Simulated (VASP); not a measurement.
Runs of VASP 6.6.1 on CdTe. The structure is that of space group I-4m2 (No. 119), or close to it. The cells are those of the table. 

```csv
cell,gap on the mesh (eV),pressure (GPa)
"a = 4.535, b = 4.535, c = 4.397 Å, angles 61.0, 61.0, 58.0°, 2 atoms",0.77,3.5
"a = 4.465, b = 4.465, c = 4.533 Å, angles 59.5, 59.5, 61.0°, 2 atoms",0.78,3.5
"a = 4.601, b = 4.601, c = 4.669 Å, angles 59.5, 59.5, 61.0°, 2 atoms",0.52,(b)
"a = 4.535, b = 4.535, c = 4.669 Å, angles 59.0, 59.0, 62.0°, 2 atoms",(a),0.4
```

Alike in all rows: task single point; level PBEsol; potentials or basis VASP PAW PBE potentials, release 64 (Cd, Te); no spin polarisation; k mesh 8 × 8 × 8; cutoff (eV) 520; smearing gaussian 0.05 eV.

Problem. Estimate the missing entries.

Solution. (a) 0.55; (b) -0.7.

Caveats: the PAW data sets were made with another functional, which shifts forces and pressure a little; spin-orbit coupling is left out, which moves the levels of the heavy elements.

A k mesh can miss the band edges, and the runs leave out spin-orbit coupling on Cd, Te.
